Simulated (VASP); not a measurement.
# BaMg3H4 (P3m1) in VASP: notebook

Runs on BaMg3H4. Level: PBE. Tasks: single point, relaxation of cell and atoms.

All numbers are computed with VASP 6.6.1; they aren't measurements. Logs are shortened: lines on timing, memory, paths and dates and some standing lists are left out, and cuts for length are marked.

### Step 1. The cell of the first run

The structure is trigonal, space group P3m1 (No. 156). The conventional cell has a = 3.966 Å, b = 3.966 Å, c = 10.025 Å, α = 90.00°, β = 90.00°, γ = 120.00°. Ba (site symmetry 3m) has 5 H at 2.53 to 3.12 Å within 3.3 Å. Within 2.5 Å of Mg (site symmetry 3m) lie 5 H at 1.88 to 2.29 Å. Mg (site symmetry 3m) has 4 H at 2.08 to 2.31 Å within 2.8 Å. Within 2.4 Å of Mg (site symmetry 3m) lie 4 H at 1.83 to 2.29 Å. H (site symmetry 3m) has 4 Mg at 2.01 to 2.29 Å within 2.7 Å. Within 3.2 Å of H (site symmetry 3m) lie 7 Mg at 2.08 to 3.17 Å and 6 H at 2.91 to 3.10 Å. Within 2.5 Å of H (site symmetry 3m) lie 4 Mg at 1.88 to 2.31 Å. Within 2.4 Å of H (site symmetry 3m) lie 1 Mg at 1.83 Å.

### Step 2. Single point, PBE

INCAR reads:

```
SYSTEM = BaMg3H4
PREC = Accurate ; ENCUT = 520
EDIFF = 1E-6 ; ISMEAR = 0
SIGMA = 0.1 ; LREAL = .FALSE.
LASPH = .TRUE. ; NELM = 60
ALGO = Normal ; ISIF = 2
LWAVE = .FALSE. ; LCHARG = .FALSE.
GGA = PE ; NBANDS = 20
```

KPOINTS reads:

```
Automatic mesh
0
G
  6 6 1
  0 0 0
```

POSCAR reads:

```
BaMg3H4
1.0
    3.9655417338      0.0000000000      0.0000000000
   -1.9827708669      3.4342598812      0.0000000000
    0.0000000000      0.0000000000     10.0249432217
Ba Mg H
1 3 4
Direct
    0.0000000000      0.0000000000      0.6849544865
    0.0000000000      0.0000000000      0.1858741422
    0.3333333333      0.6666666667      0.4019067102
    0.6666666667      0.3333333333      0.9759132475
    0.0000000000      0.0000000000     -0.0141342161
    0.3333333333      0.6666666667      0.1940269766
    0.0000000000      0.0000000000      0.3733241549
    0.6666666667      0.3333333333      0.7931980481
```

Potentials or basis: VASP PAW PBE potentials, release 64 (Ba_sv, Mg, H).

Run with:

```bash
> cat potpaw_PBE.64/Ba_sv/POTCAR potpaw_PBE.64/Mg/POTCAR potpaw_PBE.64/H/POTCAR > POTCAR
> mpirun -np 1 vasp_std > vasp.out
```

OUTCAR:

```text
SYSTEM = BaMg3H4
   PREC = Accurate
   ENCUT = 520
   EDIFF = 1E-6
   ISMEAR = 0
   LREAL = .FALSE.
   LASPH = .TRUE.
   NELM = 60
   ISIF = 2
   GGA = PE

 ion  position               nearest neighbor table
   1  0.000  0.000  0.685-   8 2.53   8 2.53   8 2.53   3 3.65   3 3.65   3 3.65   4 3.71   4 3.71
                             4 3.71
   2  0.000  0.000  0.186-   7 1.88   5 2.01   4 3.11   4 3.11   4 3.11   3 3.15   3 3.15   3 3.15

   3  0.333  0.667  0.402-   6 2.08   2 3.15   2 3.15   2 3.15   1 3.65   1 3.65   1 3.65
   4  0.667  0.333  0.976-   8 1.83   2 3.11   2 3.11   2 3.11   1 3.71   1 3.71   1 3.71
   5  0.000  0.000  0.986-   2 2.01
   6  0.333  0.667  0.194-   3 2.08
   7  0.000  0.000  0.373-   2 1.88
   8  0.667  0.333  0.793-   4 1.83   1 2.53   1 2.53   1 2.53

  LATTYP: Found a hexagonal cell.
 ALAT       =     3.9655417338
 C/A-ratio  =     2.5280135464

  Lattice vectors:

 A1 = (   3.9655417338,   0.0000000000,   0.0000000000)
 A2 = (  -1.9827708669,   3.4342598812,   0.0000000000)
 A3 = (   0.0000000000,   0.0000000000,  10.0249432217)

Analysis of symmetry for initial positions (statically):
=====================================================================
 Subroutine PRICEL returns:
 Original cell was already a primitive cell.

 Routine SETGRP: Setting up the symmetry group for a
 hexagonal supercell.

 Subroutine GETGRP returns: Found  6 space group operations
 (whereof  6 operations were pure point group operations)
 out of a pool of 24 trial point group operations.

The static configuration has the point symmetry C_3v.

Analysis of symmetry for dynamics (positions and initial velocities):
=====================================================================
 Subroutine PRICEL returns:
 Original cell was already a primitive cell.

 Routine SETGRP: Setting up the symmetry group for a
 hexagonal supercell.

 Subroutine GETGRP returns: Found  6 space group operations
 (whereof  6 operations were pure point group operations)
 out of a pool of 24 trial point group operations.

The dynamic configuration has the point symmetry C_3v.

 Subroutine INISYM returns: Found  6 space group operations
 (whereof  6 operations are pure point group operations),
 and found     1 'primitive' translations

[... 92 lines left out ...]
   IBRION =     -1    ionic relax: 0-MD 1-quasi-New 2-CG
   NFREE  =      0    steps in history (QN), initial steepest desc. (CG)
   ISIF   =      2    stress and relaxation
   ISYM   =      2    0-nonsym 1-usesym 2-fastsym
   POTIM  = 0.5000    time-step for ionic-motion
   TEBEG  =    0.0;   TEEND  =   0.0 temperature during run
   PSTRESS=    0.0 pullay stress
   NELECT =      20.0000    total number of electrons
   NUPDOWN=      -1.0000    fix difference up-down
   EMIN   =  10.00;   EMAX   =-10.00  energy-range for DOS
   EFERMI =   0.00;   METHOD = LEGACY
   ISMEAR =     0;   SIGMA  =   0.10  broadening in eV -4-tet -1-fermi 0-gaus
   EFERMI_NEDOS =   21; number of points for ismear=-14 and -15
   IALGO  =     38    algorithm
   IMIX   =      4    mixing-type and parameters
     AMIX     =   0.40;   BMIX     =  1.00
     AMIX_MAG =   1.60;   BMIX_MAG =  1.00
  volume/ion in A,a.u.               =      17.07       115.17
  Fermi-wavevector in a.u.,A,eV,Ry     =   0.863003  1.630839 10.133267  0.744774
  Thomas-Fermi vector in A             =   1.980889
   LORBIT       =      0    0 simple, 1 ext, 2 COOP (PROOUT), +10 PAW based schemes
   GGA     = PE    functional components
   LHFCALC =     F    Hartree Fock is set to
   AEXX    =    0.0000 exact exchange contribution
   IVDW    =     0    specifies the selected vdW correction
   LEPSILON=     F    determine dielectric tensor
   LRPA    =     F    only Hartree local field effects (RPA)
 non-spin polarized calculation
 Gauss-broadening in eV      SIGMA  =   0.10
  energy-cutoff  :      520.00
  volume of cell :      136.53
 maximum number of plane-waves:      3690
 NGX is ok and might be reduce to    30
   NGX = 15   NGY = 15   NGZ = 37

 number of electron      20.0000001 magnetization

 Free energy of the ion-electron system (eV)
  ---------------------------------------------------
  ext. energy  EPLUGINS =         0.00000000
  ---------------------------------------------------
  free energy    TOTEN  =       -19.57877688 eV

  energy without entropy =      -19.56046473  energy(sigma->0) =      -19.56962081

 E-fermi :   2.3991     XC(G=0):  -8.3622

 val. band max:        2.3575494728   @ k =   0.3333   0.3333   0.0000
 cond. band min:       2.4763829973   @ k =   0.5000  -0.0000   0.0000
 fundamental gap:      0.1188335245
 Fermi energy:         2.3991407059

 k-point     1 :       0.0000    0.0000    0.0000
  band No.  band energies     occupation
      1     -25.8530      2.00000
      2     -11.2768      2.00000
      3     -10.5961      2.00000
      4     -10.5961      2.00000
      5      -5.7685      2.00000
      6      -4.1373      2.00000
[... 150 lines left out ...]
     19       7.4702      0.00000
     20       8.0434      0.00000

------------------------ aborting loop because EDIFF is reached ----------------------------------------

  FORCE on cell =-STRESS in cart. coord.  units (eV):
  Direction    XX          YY          ZZ          XY          YZ          ZX
  --------------------------------------------------------------------------------------
  -------------------------------------------------------------------------------------
  Total        0.1215185      0.1215185      0.0835699     -0.0000000      0.0000000      0.0000000
  in kB        1.4260522      1.4260522      0.9807147     -0.0000000      0.0000000      0.0000000
  external PRESSURE =       1.2776064 kB  Pullay stress =       0.0000000 kB

 VOLUME and BASIS-vectors are now :
 -----------------------------------------------------------------------------
  energy-cutoff  :      520.00
  volume of cell :      136.53
      direct lattice vectors                 reciprocal lattice vectors
     3.965541734  0.000000000  0.000000000     0.252172356  0.145591777  0.000000000
    -1.982770867  3.434259881  0.000000000     0.000000000  0.291183555  0.000000000
     0.000000000  0.000000000 10.024943222     0.000000000  0.000000000  0.099751188

 POSITION                                       TOTAL-FORCE (eV/Angst)
 -----------------------------------------------------------------------------------
      0.00000      0.00000      6.86663         0.000000      0.000000     -0.039559
      0.00000      0.00000      1.86338        -0.000000      0.000000     -0.030275
     -0.00000      2.28951      4.02909        -0.000000      0.000000     -0.027704
      1.98277      1.14475      9.78347         0.000000     -0.000000      0.026290
      0.00000      0.00000      9.88325         0.000000      0.000000      0.031633
     -0.00000      2.28951      1.94511         0.000000      0.000000      0.000709
      0.00000      0.00000      3.74255         0.000000     -0.000000      0.010719
      1.98277      1.14475      7.95177         0.000000      0.000000      0.028187
 -----------------------------------------------------------------------------------
    total drift:                                0.000000     -0.000000      0.000428

  FREE ENERGIE OF THE ION-ELECTRON SYSTEM (eV)
  ---------------------------------------------------
  free  energy   TOTEN  =       -19.5787768759 eV

  energy  without entropy=      -19.5604647348  energy(sigma->0) =      -19.56962081
```

It took 15 s on 1 thread of Intel Xeon 6975P-C (Granite Rapids), shared host; peak memory 0.24 GiB.

Results:

| Item | Value |
| --- | --- |
| Free energy | -19.5788 eV |
| Pressure | 0.1 GPa |
| Largest force | 0.040 eV/Å |
| Band gap on the k mesh | zero (bands 10 and 11 overlap by 1.25 eV) |

Forces on the atoms (eV/Å):
```
Ba   0.000  0.000 -0.040
Mg   0.000  0.000 -0.030
Mg   0.000  0.000 -0.028
Mg   0.000  0.000  0.026
H    0.000  0.000  0.032
H    0.000  0.000  0.001
H    0.000  0.000  0.011
H    0.000  0.000  0.028
```

Caveat: the k points lie up to 0.63 Å⁻¹ apart, too coarse for converged energies and pressures of a metal; spin-orbit coupling is left out, which moves the levels of the heavy elements.

### Step 3. Single point, PBE

INCAR reads:

```
SYSTEM = BaMg3H4
PREC = Accurate
ENCUT = 520
EDIFF = 1E-6
ISMEAR = 0
SIGMA = 0.1
LREAL = .FALSE.
LASPH = .TRUE.
NELM = 100
ALGO = Normal
ISIF = 2
LWAVE = .FALSE.
LCHARG = .TRUE.
GGA = PE
LELF = .TRUE.
LVHAR = .TRUE.
NBANDS = 20
```

KPOINTS reads:

```
regular mesh
0
G
  6 6 2
  0 0 0
```

POSCAR reads:

```
BaMg3H4
1.0
    3.9497327353      0.0000000000      0.0000000000
   -1.9748663677      3.4205688869      0.0000000000
    0.0000000000      0.0000000000     10.1224935794
Ba Mg H
1 3 4
Direct
    0.0000000000      0.0000000000      0.6884271714
    0.0000000000      0.0000000000      0.1828869282
    0.3333333333      0.6666666667      0.4000357871
    0.6666666667      0.3333333333      0.9768834772
    0.0000000000      0.0000000000      0.9863890893
    0.3333333333      0.6666666667      0.1955236631
    0.0000000000      0.0000000000      0.3690321231
    0.6666666667      0.3333333333      0.7958853104
```

Potentials or basis: VASP PAW PBE potentials, release 64 (Ba_sv, Mg, H).

Run with:

```bash
> cat potpaw_PBE.64/Ba_sv/POTCAR potpaw_PBE.64/Mg/POTCAR potpaw_PBE.64/H/POTCAR > POTCAR
> mpirun -np 1 vasp_std > vasp.out
```

OUTCAR:

```text
SYSTEM = BaMg3H4
   PREC = Accurate
   ENCUT = 520
   EDIFF = 1E-6
   ISMEAR = 0
   LREAL = .FALSE.
   LASPH = .TRUE.
   NELM = 100
   ISIF = 2
   GGA = PE

 ion  position               nearest neighbor table
   1  0.000  0.000  0.688-   8 2.53   8 2.53   8 2.53   3 3.70   3 3.70   3 3.70   4 3.70   4 3.70
                             4 3.70
   2  0.000  0.000  0.183-   7 1.88   5 1.99   4 3.09   4 3.09   4 3.09   3 3.17   3 3.17   3 3.17

   3  0.333  0.667  0.400-   6 2.07   2 3.17   2 3.17   2 3.17   1 3.70   1 3.70   1 3.70
   4  0.667  0.333  0.977-   8 1.83   2 3.09   2 3.09   2 3.09   1 3.70   1 3.70   1 3.70
   5  0.000  0.000  0.986-   2 1.99
[... 526 lines left out ...]
  in kB       -0.6996710     -0.6996710      3.5557957      0.0000000     -0.0000000     -0.0000000
  external PRESSURE =       0.7188179 kB  Pullay stress =       0.0000000 kB

 VOLUME and BASIS-vectors are now :
 -----------------------------------------------------------------------------
  energy-cutoff  :      520.00
  volume of cell :      136.76
      direct lattice vectors                 reciprocal lattice vectors
     3.949732735  0.000000000  0.000000000     0.253181688  0.146174516  0.000000000
    -1.974866368  3.420568887  0.000000000     0.000000000  0.292349031  0.000000000
     0.000000000  0.000000000 10.122493579     0.000000000  0.000000000  0.098789887

 POSITION                                       TOTAL-FORCE (eV/Angst)
 -----------------------------------------------------------------------------------
      0.00000      0.00000      6.96860         0.000000     -0.000000     -0.058905
      0.00000      0.00000      1.85127        -0.000000      0.000000      0.027731
     -0.00000      2.28038      4.04936         0.000000     -0.000000      0.003649
      1.97487      1.14019      9.88850        -0.000000     -0.000000     -0.004691
      0.00000      0.00000      9.98472         0.000000     -0.000000      0.037240
     -0.00000      2.28038      1.97919         0.000000     -0.000000     -0.030153
      0.00000      0.00000      3.73553         0.000000     -0.000000     -0.010390
      1.97487      1.14019      8.05634         0.000000     -0.000000      0.035520
 -----------------------------------------------------------------------------------
    total drift:                                0.000000     -0.000000     -0.000221

  FREE ENERGIE OF THE ION-ELECTRON SYSTEM (eV)
  ---------------------------------------------------
  free  energy   TOTEN  =       -19.5392978297 eV

  energy  without entropy=      -19.5231802411  energy(sigma->0) =      -19.53123904
```

OSZICAR:

```text
N       E                     dE             d eps       ncg     rms          rms(c)
DAV:   1     0.739622977761E+02    0.73962E+02   -0.70098E+03   560   0.774E+02
DAV:   2    -0.150010431897E+02   -0.88963E+02   -0.86051E+02   824   0.139E+02
DAV:   3    -0.215767834066E+02   -0.65757E+01   -0.65265E+01   772   0.393E+01
DAV:   4    -0.217280848896E+02   -0.15130E+00   -0.15119E+00   812   0.501E+00
DAV:   5    -0.217303090731E+02   -0.22242E-02   -0.22241E-02   744   0.542E-01    0.764E+00
DAV:   6    -0.198911683288E+02    0.18391E+01   -0.98465E+00   768   0.592E+00    0.345E+00
DAV:   7    -0.195955105035E+02    0.29566E+00   -0.10542E+00   688   0.333E+00    0.195E+00
DAV:   8    -0.195360603135E+02    0.59450E-01   -0.30124E-01   648   0.221E+00    0.498E-01
DAV:   9    -0.195383519249E+02   -0.22916E-02   -0.18310E-02   656   0.653E-01    0.292E-01
DAV:  10    -0.195393756640E+02   -0.10237E-02   -0.22467E-03   644   0.278E-01    0.521E-02
DAV:  11    -0.195392909221E+02    0.84742E-04   -0.35379E-04   700   0.924E-02    0.214E-02
DAV:  12    -0.195392973046E+02   -0.63825E-05   -0.62474E-05   700   0.408E-02    0.738E-03
DAV:  13    -0.195392978297E+02   -0.52511E-06   -0.65948E-06   656   0.122E-02
   1 F= -.19539298E+02 E0= -.19531239E+02  d E =-.161176E-01
```

stdout:

```text
POSCAR found type information on POSCAR BaMgH
 POSCAR found :  3 types and       8 ions
 scaLAPACK will be used
 LDA part: xc-table for (Slater+PW92), standard interpolation
 POSCAR, INCAR and KPOINTS ok, starting setup
 FFT: planning ... GRIDC
 FFT: planning ... GRID_SOFT
 FFT: planning ... GRID
 WAVECAR not read
 entering main loop
```

Run time: 25 s. Hardware: 1 thread of Intel Xeon 6975P-C (Granite Rapids), shared host; peak memory 0.26 GiB.

Results:

- Free energy: -19.5393 eV
- Pressure: 0.1 GPa
- Largest force: 0.059 eV/Å
- Band gap on the k mesh: zero (bands 10 and 11 overlap by 1.44 eV)

Forces in eV/Å, atoms in the order of the input:
```
Ba   0.000  0.000 -0.059
Mg   0.000  0.000  0.028
Mg   0.000  0.000  0.004
Mg   0.000  0.000 -0.005
H    0.000  0.000  0.037
H    0.000  0.000 -0.030
H    0.000  0.000 -0.010
H    0.000  0.000  0.036
```

Stress tensor (GPa, compression positive):
```
-0.07  0.00  0.00
 0.00 -0.07  0.00
 0.00  0.00  0.36
```

Caveat: spin-orbit coupling is left out, which moves the levels of the heavy elements.

[end of part 1 of 2]
